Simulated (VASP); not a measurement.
Wanted: the native input for a VASP 6.6.1 run.

| Quantity | Value |
| --- | --- |
| Task | single point |
| Functional | r2SCAN |
| Potentials or basis | VASP PAW PBE potentials, release 64 (K_sv, I) |
| Cutoff | 550 eV |
| k mesh | 6 × 6 × 6 |
| Occupations | gaussian, width 0.01 eV |
| Spin | no spin polarisation |
| Dipole correction | no |
| Further INCAR settings | ALGO = Normal; EDIFF = 1e-06; NBANDS = 15 |

KI:

```
K I
1.0
     0.00000    3.53277    3.53277
     3.53277    0.00000    3.53277
     3.53277    3.53277    0.00000
K I
1 1
Direct
  0.00000 0.00000 0.00000
  0.50000 0.50000 0.50000
```

One way to write it, as run:

POSCAR

```
KI
1.0
    0.0000000000      3.5327750000      3.5327750000
    3.5327750000      0.0000000000      3.5327750000
    3.5327750000      3.5327750000      0.0000000000
K I
1 1
Direct
    0.0000000000      0.0000000000      0.0000000000
    0.5000000000      0.5000000000      0.5000000000
```

INCAR.step1

```
SYSTEM = KI
  PREC = Accurate
  ENCUT = 550
  ISMEAR = 0
  SIGMA = 0.01
  LREAL = .FALSE.
  LASPH = .TRUE.
  NELM = 120
  NBANDS = 15
  GGA = PE
  ALGO = Normal
  EDIFF = 1E-5
  LWAVE = .TRUE.
  LCHARG = .FALSE.
  GGA_COMPAT = .FALSE.
```

INCAR.step2

```
SYSTEM = KI
  PREC = Accurate
  ENCUT = 550
  EDIFF = 1E-6
  ISMEAR = 0
  SIGMA = 0.01
  LREAL = .FALSE.
  LASPH = .TRUE.
  NELM = 120
  ALGO = Normal
  ISIF = 2
  LWAVE = .FALSE.
  LCHARG = .TRUE.
  METAGGA = R2SCAN
  LMIXTAU = .TRUE.
  LELF = .TRUE.
  LVHAR = .TRUE.
  NBANDS = 15
  ISTART = 1
  GGA_COMPAT = .FALSE.
```

KPOINTS

```
regular mesh
0
G
  6 6 6
  0 0 0
```

Potentials or basis: VASP PAW PBE potentials, release 64 (K_sv, I).

Launch:

```sh
$ cat potpaw_PBE.64/K_sv/POTCAR potpaw_PBE.64/I/POTCAR > POTCAR
$ cp INCAR.step1 INCAR
$ mpirun -np 1 vasp_std > vasp.out
$ cp INCAR.step2 INCAR
$ mpirun -np 1 vasp_std > vasp.out
```

It gave:

```json
{
  "Pressure": "0.2 GPa",
  "Band gap on the k mesh": "4.61 eV"
}
```

Caveat: the PAW data sets were made with another functional, which shifts forces and pressure a little; spin-orbit coupling is left out, which moves the levels of the heavy elements.

Wall time 3.6 min on 1 thread of Intel Xeon 8259CL (shared host), peak memory 0.26 GiB.
